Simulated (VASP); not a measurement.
# W (C2/m) in VASP: single point with PBE

Aim: the single point of W with PBE.

Everything below comes from runs of VASP 6.6.1. Logs are shortened: lines on timing, memory, paths and dates and some standing lists are left out, and cuts for length are marked.

**1. The cell of the first run**

It takes space group C2/m (No. 12, monoclinic). Conventional cell: a = 4.949 Å, b = 2.857 Å, c = 2.666 Å, α = 90.00°, β = 118.58°, γ = 90.00°. Within 3.5 Å of W (site symmetry 2/m) lie 12 W at 2.67 to 2.99 Å.

**2. Single point, PBE**

The input, INCAR:

```
  PREC = Accurate
  ENCUT = 520
  EDIFF = 1E-6
  ISMEAR = 0
  SIGMA = 0.1
  LREAL = F
  LASPH = T
  NELM = 60
  ALGO = Normal
  ISIF = 2
  LWAVE = F
  LCHARG = T
  GGA = PE
  LELF = T
  LVHAR = T
  NBANDS = 13
```

The input, KPOINTS:

```
Automatic mesh
0
Gamma
  12 12 15
```

The input, POSCAR:

```
W
1.0
    2.8503055754     -0.0039524294     -0.1976272661
   -1.4285756920      2.4743656810      0.0000000000
    1.2629673530      0.7291745412      2.2315916899
W
1
Direct
    0.0000000000      0.0000000000      0.0000000000
```

Potentials or basis: VASP PAW PBE potentials, release 64 (W_sv).

Launch:

```console
$ cat potpaw_PBE.64/W_sv/POTCAR > POTCAR
$ mpirun -np 1 vasp_std > vasp.out
```

OUTCAR:

```text
PREC = Accurate
   ENCUT = 520
   EDIFF = 1E-6
   ISMEAR = 0
   LREAL = F
   LASPH = T
   NELM = 60
   ISIF = 2
   GGA = PE

 ion  position               nearest neighbor table
   1  0.000  0.000  0.000-

  LATTYP: Found a base centered monoclinic cell.
 ALAT       =     4.9487313621
 B/A-ratio  =     0.5773502692
 C/A-ratio  =     0.5386946521
 COS(beta)  =    -0.4784405367

  Lattice vectors:

 A1 = (  -2.8503055754,   0.0039524294,   0.1976272661)
 A2 = (  -1.4217298834,  -2.4704132516,   0.1976272661)
 A3 = (   1.2629673530,   0.7291745412,   2.2315916899)

Analysis of symmetry for initial positions (statically):
=====================================================================
 Subroutine PRICEL returns:
 Original cell was already a primitive cell.

 Routine SETGRP: Setting up the symmetry group for a
 base centered monoclinic supercell.

 Subroutine GETGRP returns: Found  4 space group operations
 (whereof  4 operations were pure point group operations)
 out of a pool of  4 trial point group operations.

The static configuration has the point symmetry C_2h.

Analysis of symmetry for dynamics (positions and initial velocities):
=====================================================================
 Subroutine PRICEL returns:
 Original cell was already a primitive cell.

 Routine SETGRP: Setting up the symmetry group for a
 base centered monoclinic supercell.

 Subroutine GETGRP returns: Found  4 space group operations
 (whereof  4 operations were pure point group operations)
 out of a pool of  4 trial point group operations.

The dynamic configuration has the point symmetry C_2h.

 Subroutine INISYM returns: Found  4 space group operations
 (whereof  4 operations are pure point group operations),
 and found     1 'primitive' translations

----------------------------------------------------------------------------------------

                                     Primitive cell

  volume of cell :      16.5496

  direct lattice vectors                    reciprocal lattice vectors
     2.850305575 -0.003952429 -0.197627266     0.333649974  0.192632902 -0.251771879
    -1.428575692  2.474365681  0.000000000    -0.008174491  0.399424438 -0.125885939
     1.262967353  0.729174541  2.231591690     0.029547669  0.017059355  0.425814013

  length of vectors
     2.857151384  2.857151384  2.665855119     0.460237785  0.418872264  0.427178721

  position of ions in fractional coordinates (direct lattice)
     0.000000000  0.000000000  0.000000000

  ion indices of the primitive-cell ions
   primitive index   ion index
                 1           1

----------------------------------------------------------------------------------------

 KPOINTS: Automatic mesh

Automatic generation of k-mesh.
 Grid dimensions read from file:
 generate k-points for:   12   12   15

 Generating k-lattice:

  Cartesian coordinates                     Fractional coordinates (reciprocal lattice)
     0.027804164  0.016052742 -0.020980990     0.083333333  0.000000000  0.000000000
    -0.000681208  0.033285370 -0.010490495     0.000000000  0.083333333  0.000000000
     0.001969845  0.001137290  0.028387601    -0.000000000  0.000000000  0.066666667

  Length of vectors
     0.038353149  0.034906022  0.028478581

  Shift w.r.t. Gamma in fractional coordinates (k-lattice)
     0.000000000  0.000000000  0.000000000

 Subroutine IBZKPT returns following result:
 ===========================================

 Found    589 irreducible k-points:

 Following reciprocal coordinates:
            Coordinates               Weight
  0.000000  0.000000  0.000000      1.000000
  0.083333  0.000000  0.000000      2.000000
  0.166667  0.000000  0.000000      2.000000
  0.250000  0.000000  0.000000      2.000000
  0.333333  0.000000  0.000000      2.000000
  0.416667  0.000000  0.000000      2.000000
[... 16 lines left out ...]
  0.166667  0.250000  0.000000      4.000000
  0.250000  0.250000  0.000000      4.000000
 [... further k-points ...]
   k-points           NKPTS =    589   k-points in BZ     NKDIM =    589   number of bands    NBANDS=     13
   number of dos      NEDOS =    301   number of ions     NIONS =      1
   total plane-waves  NPLWV =  11520
   dimension x,y,z NGX =    24 NGY =   24 NGZ =   20
   dimension x,y,z NGXF=    48 NGYF=   48 NGZF=   40
   ions per type =               1
   NGX,Y,Z   is equivalent  to a cutoff of  13.96, 13.96, 12.47 a.u.
   NGXF,Y,Z  is equivalent  to a cutoff of  27.93, 27.93, 24.94 a.u.
 SYSTEM =  unknown system
   PREC   = accura    normal or accurate (medium, high low for compatibility)
   ISTART =      0    job   : 0-new  1-cont  2-samecut
   ICHARG =      2    charge: 1-file 2-atom 10-const
   ISPIN  =      1    spin polarized calculation?
   LNONCOLLINEAR =      F non collinear calculations
   LSORBIT =      F    spin-orbit coupling
   LASPH  =      T    aspherical Exc in radial PAW
   ENCUT  =  520.0 eV  38.22 Ry    6.18 a.u.   5.31  5.31  4.96*2*pi/ulx,y,z
   NELM   =     60;   NELMIN=  2; NELMDL= -5     # of ELM steps
   EDIFF  = 0.1E-05   stopping-criterion for ELM
   LREAL  =      F    real-space projection
   EDIFFG = 0.1E-04   stopping-criterion for IOM
   NSW    =      0    number of steps for IOM
   IBRION =     -1    ionic relax: 0-MD 1-quasi-New 2-CG
   NFREE  =      0    steps in history (QN), initial steepest desc. (CG)
   ISIF   =      2    stress and relaxation
   ISYM   =      2    0-nonsym 1-usesym 2-fastsym
   POTIM  = 0.5000    time-step for ionic-motion
   TEBEG  =    0.0;   TEEND  =   0.0 temperature during run
   PSTRESS=    0.0 pullay stress
   NELECT =      14.0000    total number of electrons
   NUPDOWN=      -1.0000    fix difference up-down
   EMIN   =  10.00;   EMAX   =-10.00  energy-range for DOS
   EFERMI =   0.00;   METHOD = LEGACY
   ISMEAR =     0;   SIGMA  =   0.10  broadening in eV -4-tet -1-fermi 0-gaus
   EFERMI_NEDOS =   21; number of points for ismear=-14 and -15
   IALGO  =     38    algorithm
   IMIX   =      4    mixing-type and parameters
     AMIX     =   0.40;   BMIX     =  1.00
     AMIX_MAG =   1.60;   BMIX_MAG =  1.00
  volume/ion in A,a.u.               =      16.55       111.68
  Fermi-wavevector in a.u.,A,eV,Ry     =   1.548300  2.925862 32.616317  2.397232
  Thomas-Fermi vector in A             =   2.653270
   LORBIT       =      0    0 simple, 1 ext, 2 COOP (PROOUT), +10 PAW based schemes
   GGA     = PE    functional components
   LHFCALC =     F    Hartree Fock is set to
   AEXX    =    0.0000 exact exchange contribution
   IVDW    =     0    specifies the selected vdW correction
   LEPSILON=     F    determine dielectric tensor
   LRPA    =     F    only Hartree local field effects (RPA)
 non-spin polarized calculation
 Gauss-broadening in eV      SIGMA  =   0.10
  energy-cutoff  :      520.00
  volume of cell :       16.55
 maximum number of plane-waves:       464
 NGX is ok and might be reduce to    24
   NGX = 11   NGY = 11   NGZ =  9

 number of electron      14.0000000 magnetization

 Free energy of the ion-electron system (eV)
  ---------------------------------------------------
  ext. energy  EPLUGINS =         0.00000000
  ---------------------------------------------------
  free energy    TOTEN  =       -12.54878749 eV

  energy without entropy =      -12.54491130  energy(sigma->0) =      -12.54684939

 E-fermi :  10.5677     XC(G=0): -13.3814

 val. band max:       10.5654193033   @ k =  -0.0000   0.0833   0.2667
 cond. band min:      10.5763413666   @ k =  -0.0833   0.1667   0.4667
 fundamental gap:      0.0109220633
 Fermi energy:        10.5677061949

 k-point     1 :       0.0000    0.0000    0.0000
  band No.  band energies     occupation
      1     -63.3418      2.00000
      2     -27.0636      2.00000
      3     -27.0301      2.00000
      4     -26.7918      2.00000
      5       1.4420      2.00000
      6       8.5925      2.00000
      7       9.7061      2.00000
      8      11.1723      0.00000
      9      11.9207      0.00000
     10      14.0582      0.00000
     11      23.2671      0.00000
     12      26.2624      0.00000
     13      28.6215      0.00000

 k-point     2 :       0.0833    0.0000    0.0000
  band No.  band energies     occupation
      1     -63.3348      2.00000
      2     -27.1281      2.00000
      3     -27.0520      2.00000
      4     -26.8149      2.00000
      5       1.7882      2.00000
      6       8.4014      2.00000
      7       9.9610      2.00000
      8      11.0837      0.00000
      9      11.7071      0.00000
     10      14.1427      0.00000
     11      23.9355      0.00000
     12      26.5450      0.00000
     13      28.7143      0.00000

 k-point     3 :       0.1667    0.0000    0.0000
  band No.  band energies     occupation
      1     -63.3155      2.00000
      2     -27.3099      2.00000
      3     -27.1115      2.00000
      4     -26.8682      2.00000
      5       2.7466      2.00000
      6       7.8783      2.00000
      7      10.2468      1.99999
      8      10.7100      0.04417
      9      12.0650      0.00000
     10      14.3817      0.00000
     11      25.7367      0.00000
     12      27.2051      0.00000
     13      28.7016      0.00000

 k-point     4 :       0.2500    0.0000    0.0000
  band No.  band energies     occupation
      1     -63.2889      2.00000
      2     -27.5584      2.00000
      3     -27.1917      2.00000
      4     -26.9310      2.00000
      5       4.0028      2.00000
      6       7.2061      2.00000
      7       9.4444      2.00000
      8      11.9019      0.00000
      9      12.9786      0.00000
     10      14.7306      0.00000
     11      27.6360      0.00000
     12      27.6766      0.00000
     13      28.2750      0.00000

 k-point     5 :       0.3333    0.0000    0.0000
  band No.  band energies     occupation
      1     -63.2623      2.00000
      2     -27.8010      2.00000
      3     -27.2709      2.00000
      4     -26.9894      2.00000
      5       4.8380      2.00000
      6       6.5853      2.00000
      7       9.7037      2.00000
      8      13.4261      0.00000
      9      14.1927      0.00000
     10      15.1170      0.00000
     11      25.4764      0.00000
     12      25.6995      0.00000
     13      27.7178      0.00000
[... 257 lines left out ...]
 k-point    22 :       0.0833    0.2500    0.0000
  band No.  band energies     occupation
      1     -63.2812      2.00000
      2     -27.7220      2.00000
      3     -27.1793      2.00000
      4     -26.8806      2.00000
      5       4.3094      2.00000
      6       8.4536      2.00000
      7       8.6659      2.00000
      8      11.9067      0.00000
      9      13.0810      0.00000
     10      14.5769      0.00000
     11      23.1388      0.00000
     12      25.7720      0.00000
     13      30.8119      0.00000

 k-point    23 :       0.1667    0.2500    0.0000
  band No.  band energies     occupation
      1     -63.2616      2.00000
      2     -27.8399      2.00000
      3     -27.2977      2.00000
      4     -26.9267      2.00000
      5       5.2410      2.00000
      6       7.9999      2.00000
      7       8.4047      2.00000
      8      12.2893      0.00000
      9      14.4303      0.00000
     10      15.3691      0.00000
     11      21.9670      0.00000
     12      25.0160      0.00000
     13      29.8531      0.00000

 k-point    24 :       0.2500    0.2500    0.0000
  band No.  band energies     occupation
      1     -63.2447      2.00000
      2     -27.8870      2.00000
      3     -27.4559      2.00000
      4     -26.9647      2.00000
      5       5.8593      2.00000
      6       7.4364      2.00000
      7       8.7695      2.00000
      8      12.9320      0.00000
      9      15.3715      0.00000
     10      16.7851      0.00000
     11      19.8167      0.00000
     12      24.5556      0.00000
     13      28.6842      0.00000

 [... further k-points ...]

------------------------ aborting loop because EDIFF is reached ----------------------------------------

  FORCE on cell =-STRESS in cart. coord.  units (eV):
  Direction    XX          YY          ZZ          XY          YZ          ZX
  --------------------------------------------------------------------------------------
  -------------------------------------------------------------------------------------
  Total        0.0302203     -0.1916959      0.0579794      0.1921851      0.0033207      0.0057520
  in kB        2.9256496    -18.5582002      5.6130201     18.6055597      0.3214813      0.5568578
  external PRESSURE =      -3.3398435 kB  Pullay stress =       0.0000000 kB

 VOLUME and BASIS-vectors are now :
 -----------------------------------------------------------------------------
  energy-cutoff  :      520.00
  volume of cell :       16.55
      direct lattice vectors                 reciprocal lattice vectors
     2.850305575 -0.003952429 -0.197627266     0.333649974  0.192632902 -0.251771879
    -1.428575692  2.474365681  0.000000000    -0.008174491  0.399424438 -0.125885939
     1.262967353  0.729174541  2.231591690     0.029547669  0.017059355  0.425814013

 POSITION                                       TOTAL-FORCE (eV/Angst)
 -----------------------------------------------------------------------------------
      0.00000      0.00000      0.00000         0.000000      0.000000      0.000000
 -----------------------------------------------------------------------------------
    total drift:                                0.000000     -0.000000      0.000000

  FREE ENERGIE OF THE ION-ELECTRON SYSTEM (eV)
  ---------------------------------------------------
  free  energy   TOTEN  =       -12.5487874851 eV

  energy  without entropy=      -12.5449113030  energy(sigma->0) =      -12.54684939
```

Wall time 27 s (1 thread of Intel Xeon 6975P-C (Granite Rapids), shared host); peak memory 0.23 GiB.

Results:

| Quantity | Value |
| --- | --- |
| Free energy | -12.5488 eV |
| Pressure | -0.3 GPa |
| Band gap on the k mesh | zero (band 7 reaches 13.77 eV, above the bottom of band 8 at 9.94 eV) |

Caveat: spin-orbit coupling is left out, which moves the levels of the heavy elements.
